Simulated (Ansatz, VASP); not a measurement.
**One calculation of CsCl, two programs**

Contents of POSCAR:

```
CsCl
1.0
    4.1230000000      0.0000000000      0.0000000000
    0.0000000000      4.1230000000      0.0000000000
    0.0000000000      0.0000000000      4.1230000000
Cs Cl
1 1
Direct
    0.0000000000      0.0000000000      0.0000000000
    0.5000000000      0.5000000000      0.5000000000
```

INCAR.step1

```
SYSTEM = CsCl
PREC = Accurate ; ENCUT = 550
ISMEAR = 0 ; SIGMA = 0.01
LREAL = .False. ; LASPH = .True.
NELM = 120 ; GGA = PE
ALGO = Normal ; EDIFF = 1E-5
LWAVE = .True. ; LCHARG = .False.
GGA_COMPAT = .False. ; IBRION = 2
ISIF = 3 ; EDIFFG = -0.005
NELMIN = 4 ; NSW = 100
```

Contents of INCAR.step2:

```
SYSTEM = CsCl
PREC = Accurate ; ENCUT = 550
EDIFF = 1E-7 ; ISMEAR = 0
SIGMA = 0.01 ; LREAL = .False.
LASPH = .True. ; NELM = 120
ALGO = Normal ; ISIF = 3
LWAVE = .False. ; LCHARG = .False.
METAGGA = R2SCAN ; LMIXTAU = .True.
IBRION = 2 ; NSW = 100
EDIFFG = -0.002 ; ISTART = 1
GGA_COMPAT = .False. ; NELMIN = 4
```

File KPOINTS:

```
Automatic mesh
0
Gamma
  6 6 6
  0 0 0
```

Input for Ansatz:

```yaml
crystal:
  lattice:
    - [4.123, 0.0, 0.0]
    - [0.0, 4.123, 0.0]
    - [0.0, 0.0, 4.123]
  atoms:
    - { symbol: Cs, position: [0.0, 0.0, 0.0] }
    - { symbol: Cl, position: [0.5, 0.5, 0.5] }
kpoints:
  mp_grid: { grid: [6, 6, 6] }
scf:
  occupations: { method: fixed }
  eigensolver: { kind: davidson }
hamiltonian:
  xc: r2scan
  pseudopotentials: { kind: nc }
relax:
  f_tol: 0.002
  max_steps: 80
  cell: {}
output:
  forces: true
  stress: true
```

Alike in both runs: task relaxation of cell and atoms; functional r2SCAN; k mesh 6 × 6 × 6; no spin polarisation.

|  | VASP | Ansatz |
| --- | --- | --- |
| version | VASP 6.6.1 | Ansatz 0.2.0 |
| potentials or method | VASP PAW PBE potentials, release 64 (Cs_sv, Cl) | scalar-relativistic |
| plane-wave cutoff (eV) | 550 | 930 |
| occupations | gaussian, width 0.01 eV | fixed |
| valence electrons in the cell | 16 | 16 |

|  | VASP | Ansatz | Ansatz less VASP |
| --- | --- | --- | --- |
| relaxed volume (Å³/atom) | 35.56 | 35.47 | -0.082 |
| relaxed length of the cell vector where the two differ most in proportion (Å) | 4.143 | 4.140 | -0.0032 |

VASP's potentials were made for PBE, not for r2SCAN.

Spin-orbit coupling is off throughout.
